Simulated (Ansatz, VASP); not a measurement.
## AgI: VASP beside Ansatz

File INCAR:

```
SYSTEM = AgI
ALGO     = Normal         ! electronic algorithm
EDIFF    = 1E-6           ! SCF threshold, eV
ENCUT    = 500            ! plane-wave cutoff, eV
GGA_COMPAT= .False.      
ISIF     = 2              ! what is computed and relaxed
ISMEAR   = 0              ! smearing method
LASPH    = .True.         ! aspherical terms in the spheres
LCHARG   = .True.         ! write CHGCAR
LELF     = .True.         ! ELF
LREAL    = .False.        ! projectors in reciprocal space
LVHAR    = .True.       
LWAVE    = .False.        ! write WAVECAR
NBANDS   = 26             ! bands
NELM     = 120            ! most SCF steps
PREC     = Accurate       ! precision mode
SIGMA    = 0.01           ! smearing width, eV
```

KPOINTS

```
k-points
0
Gamma
  6 6 4
  0 0 0
```

The input POSCAR:

```
AgI
1.0
    4.4849896914      0.0000000000      0.0000000000
   -2.2424948457      3.8841150085      0.0000000000
    0.0000000000      0.0000000000      7.3405745134
Ag I
2 2
Direct
    0.6666666667      0.3333333333      0.6277265145
    0.3333333333      0.6666666667      0.1277265145
    0.6666666667      0.3333333333      0.0022734855
    0.3333333333      0.6666666667      0.5022734855
```

Input for Ansatz:

```yaml
crystal:
  lattice:
    - [4.48498969141, 0.0, 0.0]
    - [-2.24249484571, 3.88411500847, 0.0]
    - [0.0, 0.0, 7.34057451339]
  atoms:
    - { symbol: Ag, position: [0.666666666667, 0.333333333333, 0.627726514545] }
    - { symbol: Ag, position: [0.333333333333, 0.666666666667, 0.127726514545] }
    - { symbol: I, position: [0.666666666667, 0.333333333333, 0.002273485455] }
    - { symbol: I, position: [0.333333333333, 0.666666666667, 0.502273485455] }
kpoints:
  mp_grid: { grid: [6, 6, 4] }
scf:
  occupations: { method: fixed }
  convergence: { dr2_threshold: 1.0e-10 }
hamiltonian:
  xc: lda
  pseudopotentials: { kind: all_electron, lapw: { basis_error: 0.0005 } }
output:
  forces: true
  stress: true
  eigenstates:
    kpoints:
      - [0.0, 0.0, 0.0]
      - [0.0, 0.0, -0.5]
      - [-0.5, 0.0, 0.0]
      - [-0.5, 0.5, 0.0]
      - [0.0, -0.5, 0.0]
      - [-0.5, 0.0, -0.5]
      - [-0.5, 0.5, -0.5]
      - [0.0, -0.5, -0.5]
  eigenvalues: true
```

Change from the starting cell: unstrained.

Alike in both runs: task single point; functional LDA; k mesh 6 × 6 × 4; no spin polarisation.

```csv
,VASP,Ansatz
version,VASP 6.6.1,Ansatz 0.2.0
potentials or method,"VASP PAW LDA potentials, release 64 (Ag, I), cutoff 500 eV","all-electron LAPW, scalar-relativistic"
occupations,"gaussian, width 0.01 eV",fixed
```

```tsv
	VASP	Ansatz	Ansatz less VASP
gap on the k mesh at the Fermi level (eV)	1.13	1.09	-0.038
pressure (GPa)	0.0	0.0	0.00
```

LDA's correlation is that of Perdew and Zunger in VASP and of Perdew and Wang (1992) in Ansatz. Ansatz ran all-electron here, and VASP with PAW potentials.

Neither program's run includes spin-orbit coupling.
